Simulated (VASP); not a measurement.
# SnAs (Fm-3m) in VASP: further runs

SnAs is run at these levels: LDA; tasks: single point, relaxation of cell and atoms.

Everything below comes from runs of VASP 6.6.1. Logs are shortened: lines on timing, memory, paths and dates and some standing lists are left out, and cuts for length are marked.

## (1) The cell of the first run

The structure is cubic, space group Fm-3m (No. 225). The conventional cell has a = 5.564 Å, b = 5.564 Å, c = 5.564 Å, α = 90.00°, β = 90.00°, γ = 90.00°. Within 3.7 Å of Sn (site symmetry m-3m) lie 6 As at 2.78 Å. Within 3.7 Å of As (site symmetry m-3m) lie 6 Sn at 2.78 Å.

## (2) Single point, LDA

Input file INCAR:

```
PREC     = Accurate       # precision mode
ENCUT    = 520            # plane-wave cutoff, eV
EDIFF    = 1E-6           # SCF threshold, eV
ISMEAR   = -1             # smearing method
SIGMA    = 0.1            # smearing width, eV
LREAL    = F              # projectors in reciprocal space
LASPH    = T              # aspherical terms in the spheres
NELM     = 100            # most SCF steps
ALGO     = Normal         # electronic algorithm
ISIF     = 2              # what is computed and relaxed
LWAVE    = F              # write WAVECAR
LCHARG   = F              # write CHGCAR
NBANDS   = 16             # bands
```

Input file KPOINTS:

```
regular mesh
0
Gamma
  12 12 12
```

Input file POSCAR:

```
SnAs
1.0
    0.0000000000      2.7817846894      2.7817846894
    2.7817846894      0.0000000000      2.7817846894
    2.7817846894      2.7817846894      0.0000000000
Sn As
1 1
Direct
    0.0000000000      0.0000000000      0.0000000000
    0.5000000000      0.5000000000      0.5000000000
```

Potentials or basis: VASP PAW LDA potentials, release 64 (Sn_d, As).

Launch:

```console
> cat potpaw_LDA.64/Sn_d/POTCAR potpaw_LDA.64/As/POTCAR > POTCAR
> mpirun -np 1 vasp_std > vasp.out
```

OUTCAR:

```text
PREC = Accurate
   ENCUT = 520
   EDIFF = 1E-6
   ISMEAR = -1
   LREAL = F
   LASPH = T
   NELM = 100
   ISIF = 2

 ion  position               nearest neighbor table
   1  0.000  0.000  0.000-   2 2.78   2 2.78   2 2.78   2 2.78   2 2.78   2 2.78
   2  0.500  0.500  0.500-   1 2.78   1 2.78   1 2.78   1 2.78   1 2.78   1 2.78

  LATTYP: Found a face centered cubic cell.
 ALAT       =     5.5635693788

  Lattice vectors:

 A1 = (   0.0000000000,   2.7817846894,   2.7817846894)
 A2 = (   2.7817846894,   0.0000000000,   2.7817846894)
 A3 = (   2.7817846894,   2.7817846894,   0.0000000000)

Analysis of symmetry for initial positions (statically):
=====================================================================
 Subroutine PRICEL returns:
 Original cell was already a primitive cell.

 Routine SETGRP: Setting up the symmetry group for a
 face centered cubic supercell.

 Subroutine GETGRP returns: Found 48 space group operations
 (whereof 48 operations were pure point group operations)
 out of a pool of 48 trial point group operations.

The static configuration has the point symmetry O_h .

Analysis of symmetry for dynamics (positions and initial velocities):
=====================================================================
 Subroutine PRICEL returns:
 Original cell was already a primitive cell.

 Routine SETGRP: Setting up the symmetry group for a
 face centered cubic supercell.

 Subroutine GETGRP returns: Found 48 space group operations
 (whereof 48 operations were pure point group operations)
 out of a pool of 48 trial point group operations.

The dynamic configuration has the point symmetry O_h .

 Subroutine INISYM returns: Found 48 space group operations
 (whereof 48 operations are pure point group operations),
 and found     1 'primitive' translations

----------------------------------------------------------------------------------------

                                     Primitive cell

  volume of cell :      43.0527

  direct lattice vectors                    reciprocal lattice vectors
     0.000000000  2.781784689  2.781784689    -0.179740726  0.179740726  0.179740726
     2.781784689  0.000000000  2.781784689     0.179740726 -0.179740726  0.179740726
     2.781784689  2.781784689  0.000000000     0.179740726  0.179740726 -0.179740726

  length of vectors
     3.934037635  3.934037635  3.934037635     0.311320070  0.311320070  0.311320070

  position of ions in fractional coordinates (direct lattice)
     0.000000000  0.000000000  0.000000000
     0.500000000  0.500000000  0.500000000

  ion indices of the primitive-cell ions
   primitive index   ion index
                 1           1
                 2           2

----------------------------------------------------------------------------------------

 KPOINTS: regular mesh

Automatic generation of k-mesh.
 Grid dimensions read from file:
 generate k-points for:   12   12   12

 Generating k-lattice:

  Cartesian coordinates                     Fractional coordinates (reciprocal lattice)
    -0.014978394  0.014978394  0.014978394     0.083333333  0.000000000  0.000000000
     0.014978394 -0.014978394  0.014978394     0.000000000  0.083333333  0.000000000
     0.014978394  0.014978394 -0.014978394     0.000000000  0.000000000  0.083333333

  Length of vectors
     0.025943339  0.025943339  0.025943339

  Shift w.r.t. Gamma in fractional coordinates (k-lattice)
     0.000000000  0.000000000  0.000000000

 Subroutine IBZKPT returns following result:
 ===========================================

 Found     72 irreducible k-points:

 Following reciprocal coordinates:
            Coordinates               Weight
  0.000000  0.000000  0.000000      1.000000
  0.083333  0.000000  0.000000      8.000000
  0.166667  0.000000  0.000000      8.000000
  0.250000  0.000000  0.000000      8.000000
  0.333333  0.000000  0.000000      8.000000
  0.416667  0.000000  0.000000      8.000000
[... 16 lines left out ...]
  0.500000  0.166667  0.000000     24.000000
 -0.416667  0.166667  0.000000     24.000000
 [... further k-points ...]
   k-points           NKPTS =     72   k-points in BZ     NKDIM =     72   number of bands    NBANDS=     16
   number of dos      NEDOS =    301   number of ions     NIONS =      2
   total plane-waves  NPLWV =  27000
   dimension x,y,z NGX =    30 NGY =   30 NGZ =   30
   dimension x,y,z NGXF=    60 NGYF=   60 NGZF=   60
   ions per type =               1   1
   NGX,Y,Z   is equivalent  to a cutoff of  12.68, 12.68, 12.68 a.u.
   NGXF,Y,Z  is equivalent  to a cutoff of  25.36, 25.36, 25.36 a.u.
 SYSTEM =  unknown system
   PREC   = accura    normal or accurate (medium, high low for compatibility)
   ISTART =      0    job   : 0-new  1-cont  2-samecut
   ICHARG =      2    charge: 1-file 2-atom 10-const
   ISPIN  =      1    spin polarized calculation?
   LNONCOLLINEAR =      F non collinear calculations
   LSORBIT =      F    spin-orbit coupling
   LASPH  =      T    aspherical Exc in radial PAW
   ENCUT  =  520.0 eV  38.22 Ry    6.18 a.u.   7.31  7.31  7.31*2*pi/ulx,y,z
   NELM   =    100;   NELMIN=  2; NELMDL= -5     # of ELM steps
   EDIFF  = 0.1E-05   stopping-criterion for ELM
   LREAL  =      F    real-space projection
   EDIFFG = 0.1E-04   stopping-criterion for IOM
   NSW    =      0    number of steps for IOM
   IBRION =     -1    ionic relax: 0-MD 1-quasi-New 2-CG
   NFREE  =      0    steps in history (QN), initial steepest desc. (CG)
   ISIF   =      2    stress and relaxation
   ISYM   =      2    0-nonsym 1-usesym 2-fastsym
   POTIM  = 0.5000    time-step for ionic-motion
   TEBEG  =    0.0;   TEEND  =   0.0 temperature during run
   PSTRESS=    0.0 pullay stress
   NELECT =      19.0000    total number of electrons
   NUPDOWN=      -1.0000    fix difference up-down
   EMIN   =  10.00;   EMAX   =-10.00  energy-range for DOS
   EFERMI =   0.00;   METHOD = LEGACY
   ISMEAR =    -1;   SIGMA  =   0.10  broadening in eV -4-tet -1-fermi 0-gaus
   EFERMI_NEDOS =   21; number of points for ismear=-14 and -15
   IALGO  =     38    algorithm
   IMIX   =      4    mixing-type and parameters
     AMIX     =   0.40;   BMIX     =  1.00
     AMIX_MAG =   1.60;   BMIX_MAG =  1.00
  volume/ion in A,a.u.               =      21.53       145.27
  Fermi-wavevector in a.u.,A,eV,Ry     =   1.246405  2.355364 21.136997  1.553525
  Thomas-Fermi vector in A             =   2.380584
   LORBIT       =      0    0 simple, 1 ext, 2 COOP (PROOUT), +10 PAW based schemes
   GGA     = CA    functional components
   LHFCALC =     F    Hartree Fock is set to
   AEXX    =    0.0000 exact exchange contribution
   IVDW    =     0    specifies the selected vdW correction
   LEPSILON=     F    determine dielectric tensor
   LRPA    =     F    only Hartree local field effects (RPA)
 non-spin polarized calculation
  energy-cutoff  :      520.00
  volume of cell :       43.05
 maximum number of plane-waves:      1211
 NGX is ok and might be reduce to    30
   NGX = 15   NGY = 15   NGZ = 15

 number of electron      19.0000007 magnetization

 Free energy of the ion-electron system (eV)
  ---------------------------------------------------
  ext. energy  EPLUGINS =         0.00000000
  ---------------------------------------------------
  free energy    TOTEN  =       -10.03695988 eV

  energy without entropy =      -10.02180386  energy(sigma->0) =      -10.02938187

 E-fermi :   8.0521     XC(G=0): -10.9266

 val. band max:        8.0192092652   @ k =  -0.4167   0.2500   0.0833
 cond. band min:       8.1057347722   @ k =   0.0833   0.0833   0.0000
 fundamental gap:      0.0865255070
 Fermi energy:         8.0520954885

 k-point     1 :       0.0000    0.0000    0.0000
  band No.  band energies     occupation
      1     -13.5639      2.00000
      2     -13.5639      2.00000
      3     -13.5458      2.00000
      4     -13.5458      2.00000
      5     -13.5458      2.00000
      6      -5.9082      2.00000
[... 8 lines left out ...]
     15      14.0534      0.00000
     16      14.0534      0.00000

 k-point     2 :       0.0833    0.0000    0.0000
  band No.  band energies     occupation
      1     -13.5649      2.00000
      2     -13.5649      2.00000
      3     -13.5455      2.00000
      4     -13.5441      2.00000
      5     -13.5441      2.00000
      6      -5.8169      2.00000
[... 8 lines left out ...]
     15      14.2960      0.00000
     16      14.2960      0.00000

 k-point     3 :       0.1667    0.0000    0.0000
  band No.  band energies     occupation
      1     -13.5684      2.00000
      2     -13.5684      2.00000
      3     -13.5448      2.00000
      4     -13.5388      2.00000
      5     -13.5388      2.00000
      6      -5.5454      2.00000
[... 8 lines left out ...]
     15      14.8438      0.00000
     16      14.8438      0.00000

 k-point     4 :       0.2500    0.0000    0.0000
  band No.  band energies     occupation
      1     -13.5738      2.00000
      2     -13.5738      2.00000
      3     -13.5440      2.00000
      4     -13.5309      2.00000
      5     -13.5309      2.00000
      6      -5.1037      2.00000
[... 8 lines left out ...]
     15      15.6990      0.00000
     16      15.6990      0.00000
[... 324 lines left out ...]
 k-point    22 :       0.4167    0.1667    0.0000
  band No.  band energies     occupation
      1     -13.5969      2.00000
      2     -13.5687      2.00000
      3     -13.5453      2.00000
      4     -13.5217      2.00000
      5     -13.5138      2.00000
      6      -4.0094      2.00000
[... 8 lines left out ...]
     15      18.7931      0.00000
     16      19.2095      0.00000

 k-point    23 :       0.5000    0.1667    0.0000
  band No.  band energies     occupation
      1     -13.5971      2.00000
      2     -13.5742      2.00000
      3     -13.5406      2.00000
      4     -13.5203      2.00000
      5     -13.5117      2.00000
      6      -3.4455      2.00000
[... 8 lines left out ...]
     15      19.0679      0.00000
     16      19.3945      0.00000

 k-point    24 :      -0.4167    0.1667    0.0000
  band No.  band energies     occupation
      1     -13.5937      2.00000
      2     -13.5782      2.00000
      3     -13.5375      2.00000
      4     -13.5201      2.00000
      5     -13.5139      2.00000
      6      -3.3312      2.00000
[... 8 lines left out ...]
     15      17.7544      0.00000
     16      17.9300      0.00000

 [... further k-points ...]
[... 5 lines left out ...]
  --------------------------------------------------------------------------------------
  -------------------------------------------------------------------------------------
  Total        1.4121910      1.4121910      1.4121910      0.0000000      0.0000000      0.0000000
  in kB       52.5537218     52.5537218     52.5537218      0.0000000      0.0000000      0.0000000
  external PRESSURE =      52.5537218 kB  Pullay stress =       0.0000000 kB

 VOLUME and BASIS-vectors are now :
 -----------------------------------------------------------------------------
  energy-cutoff  :      520.00
  volume of cell :       43.05
      direct lattice vectors                 reciprocal lattice vectors
     0.000000000  2.781784689  2.781784689    -0.179740726  0.179740726  0.179740726
     2.781784689  0.000000000  2.781784689     0.179740726 -0.179740726  0.179740726
     2.781784689  2.781784689  0.000000000     0.179740726  0.179740726 -0.179740726

 POSITION                                       TOTAL-FORCE (eV/Angst)
 -----------------------------------------------------------------------------------
      0.00000      0.00000      0.00000         0.000000     -0.000000      0.000000
      2.78178      2.78178      2.78178        -0.000000      0.000000     -0.000000
 -----------------------------------------------------------------------------------
    total drift:                               -0.000000      0.000000      0.000000

  FREE ENERGIE OF THE ION-ELECTRON SYSTEM (eV)
  ---------------------------------------------------
  free  energy   TOTEN  =       -10.0369598781 eV

  energy  without entropy=      -10.0218038572  energy(sigma->0) =      -10.02938187
```

Run time: 19 s. Hardware: 1 thread of Intel Xeon 6975P-C (Granite Rapids), shared host; peak memory 0.18 GiB.

What came out:

```
Free energy : -10.0370 eV
Pressure    : 5.3 GPa
```

Levels at points of the mesh, in eV from the Fermi level:
| k point | band 7 | band 8 | band 9 | band 10 | band 11 | band 12 |
| --- | --- | --- | --- | --- | --- | --- |
| (0.00, 0.00, 0.00) | -2.23 | -1.28 | -1.28 | -1.28 | 5.72 | 5.72 |
| (0.50, 0.00, 0.00) | -9.08 | -0.74 | -0.74 | 0.84 | 1.24 | 1.24 |
| (0.50, 0.50, 0.00) | -6.48 | -5.63 | -3.72 | -3.72 | 2.46 | 8.03 |

Caveat: spin-orbit coupling is left out, which moves the levels of the heavy elements.

## (3) Single point, LDA

This run uses another cell than the first one, of 22.79 Å³/atom, 1.058 times its volume.

Input file INCAR:

```
  ALGO = Normal
  EDIFF = 1E-6
  ENCUT = 520
  GGA = CA
  ISIF = 2
  ISMEAR = -1
  LASPH = True
  LCHARG = False
  LREAL = False
  LWAVE = False
  NBANDS = 16
  NELM = 100
  PREC = Accurate
  SIGMA = 0.1
```

Input file KPOINTS:

```
k-points
0
Gamma
  12 12 12
```

Input file POSCAR:

```
SnAs
1.0
    0.0000000000      2.8349846010      2.8349846010
    2.8349846010      0.0000000000      2.8349846010
    2.8349846010      2.8349846010      0.0000000000
Sn As
1 1
Direct
    0.0000000000      0.0000000000      0.0000000000
    0.5000000000      0.5000000000      0.5000000000
```

Potentials or basis: VASP PAW LDA potentials, release 64 (Sn_d, As).

Launch:

```console
> cat potpaw_LDA.64/Sn_d/POTCAR potpaw_LDA.64/As/POTCAR > POTCAR
> mpirun -np 1 vasp_std > vasp.out
```

Run time: 19 s. Hardware: 1 thread of Intel Xeon 6975P-C (Granite Rapids), shared host; peak memory 0.18 GiB.

The run converged. Its results:

```yaml
Free_energy: -10.0783 eV
Pressure: 0.2 GPa
```

Levels at points of the mesh, in eV from the Fermi level:
| k point | band 8 | band 9 | band 10 | band 11 | band 12 | band 13 |
| --- | --- | --- | --- | --- | --- | --- |
| (0.00, 0.00, 0.00) | -1.15 | -1.15 | -1.15 | 5.51 | 5.51 | 5.51 |
| (0.50, 0.00, 0.00) | -0.64 | -0.64 | 0.84 | 1.31 | 1.31 | 2.45 |
| (0.50, 0.50, 0.00) | -5.63 | -3.43 | -3.43 | 2.68 | 7.63 | 7.63 |

Caveat: spin-orbit coupling is left out, which moves the levels of the heavy elements.

## (4) Relaxation of cell and atoms, LDA, target pressure 5 GPa, at which the enthalpy is minimised

This run uses another cell than the first one, of 22.79 Å³/atom, 1.058 times its volume.

Input file INCAR:

```
  PREC = Accurate
  ENCUT = 600
  EDIFF = 1E-7
  ISMEAR = -1
  SIGMA = 0.1
  LREAL = False
  LASPH = True
  NELM = 100
  ALGO = Normal
  ISIF = 3
  LWAVE = False
  LCHARG = False
  IBRION = 2
  NSW = 100
  EDIFFG = -0.002
  PSTRESS = 50.0
```

Input file KPOINTS:

```
Automatic mesh
0
Gamma
  12 12 12
```

POSCAR is that of step 3.

Potentials or basis: VASP PAW LDA potentials, release 64 (Sn_d, As).

Launch:

```console
> cat potpaw_LDA.64/Sn_d/POTCAR potpaw_LDA.64/As/POTCAR > POTCAR
> mpirun -np 1 vasp_std > vasp.out
```

OUTCAR:

```text
PREC = Accurate
   ENCUT = 600
   EDIFF = 1E-7
   ISMEAR = -1
   LREAL = False
   LASPH = True
   NELM = 100
   ISIF = 3
   IBRION = 2
   NSW = 100
   EDIFFG = -0.002
   PSTRESS = 50.0

 ion  position               nearest neighbor table
   1  0.000  0.000  0.000-   2 2.83   2 2.83   2 2.83   2 2.83   2 2.83   2 2.83
   2  0.500  0.500  0.500-   1 2.83   1 2.83   1 2.83   1 2.83   1 2.83   1 2.83

  LATTYP: Found a face centered cubic cell.
 ALAT       =     5.6699692020

  Lattice vectors:

 A1 = (   0.0000000000,   2.8349846010,   2.8349846010)
 A2 = (   2.8349846010,   0.0000000000,   2.8349846010)
 A3 = (   2.8349846010,   2.8349846010,   0.0000000000)

Analysis of symmetry for initial positions (statically):
=====================================================================
 Subroutine PRICEL returns:
[... 374 lines left out ...]
 cond. band min:       8.0562027817   @ k =   0.0833   0.0833   0.0000
 fundamental gap:      0.0790714932
 Fermi energy:         8.0094698036

 k-point     1 :       0.0000    0.0000    0.0000
  band No.  band energies     occupation
      1     -13.6008      2.00000
      2     -13.6008      2.00000
      3     -13.5829      2.00000
      4     -13.5829      2.00000
      5     -13.5829      2.00000
      6      -5.9219      2.00000
      7       5.7613      2.00000
      8       6.7346      1.99999
      9       6.7346      1.99999
     10       6.7346      1.99999
     11      13.7166      0.00000
     12      13.7166      0.00000
     13      13.7166      0.00000
[... 354 lines left out ...]
  band No.  band energies     occupation
      1     -13.6302      2.00000
      2     -13.6149      2.00000
      3     -13.5747      2.00000
      4     -13.5576      2.00000
      5     -13.5514      2.00000
      6      -3.3567      2.00000
      7      -0.6678      2.00000
      8       4.6415      2.00000
      9       6.3925      2.00000
     10       7.7625      1.84393
     11      10.5573      0.00000
     12      11.0186      0.00000
     13      13.6213      0.00000

 [... further k-points ...]
[... 5 lines left out ...]
  --------------------------------------------------------------------------------------
  -------------------------------------------------------------------------------------
  Total        1.3498590      1.3498590      1.3498590      0.0000000     -0.0000000     -0.0000000
  in kB       50.0818150     50.0818150     50.0818150      0.0000000     -0.0000000     -0.0000000
  external PRESSURE =       0.0818150 kB  Pullay stress =      50.0000000 kB
[... 21 lines left out ...]
  energy  without entropy=      -10.0261480966  energy(sigma->0) =      -10.03376351

  enthalpy is  TOTEN    =        -8.6937251036 eV   P V=        1.3476538164

 reached required accuracy - stopping structural energy minimisation
```

Run time: 53 s. Hardware: 1 thread of Intel Xeon 6975P-C (Granite Rapids), shared host; peak memory 0.21 GiB.

Results:

```yaml
Free_energy: -10.0414 eV
Relaxed_volume: 21.59 Å³/atom
Relaxed_cell: a = 3.938 Å, b = 3.938 Å, c = 3.938 Å, α = 60.00°, β = 60.00°, γ = 60.00°
Space_group_after_relaxing_to_0.05_Å: Fm-3m (No. 225)
Energy_change_on_relaxing_the_enthalpy_is_what_falls: +18.5 meV/atom
Ionic_steps: 6
Pressure_after_relaxing: 5.0 GPa
```

Step by step:
```csv
step,energy change (eV),largest force (eV/Å),pressure (GPa),volume (Å³)
1,0.0000,0.0000,0.19,45.57
2,0.1294,0.0000,10.22,41.21
3,0.0365,0.0000,4.96,43.20
4,0.0380,0.0000,5.07,43.15
5,0.0364,0.0000,4.95,43.21
6,0.0370,0.0000,5.01,43.18
```

Final structure:
```
Sn As
1.0
     0.00000    2.78460    2.78460
     2.78460    0.00000    2.78460
     2.78460    2.78460    0.00000
Sn As
1 1
Cartesian
  2.7846 0.0000 2.7846
  2.7846 2.7846 2.7846
```

Caveat: the cell is relaxed towards a set pressure, so the enthalpy falls and the energy may rise; spin-orbit coupling is left out, which moves the levels of the heavy elements. Zero-point motion and thermal expansion aren't in these numbers.

[end of part 1 of 2]
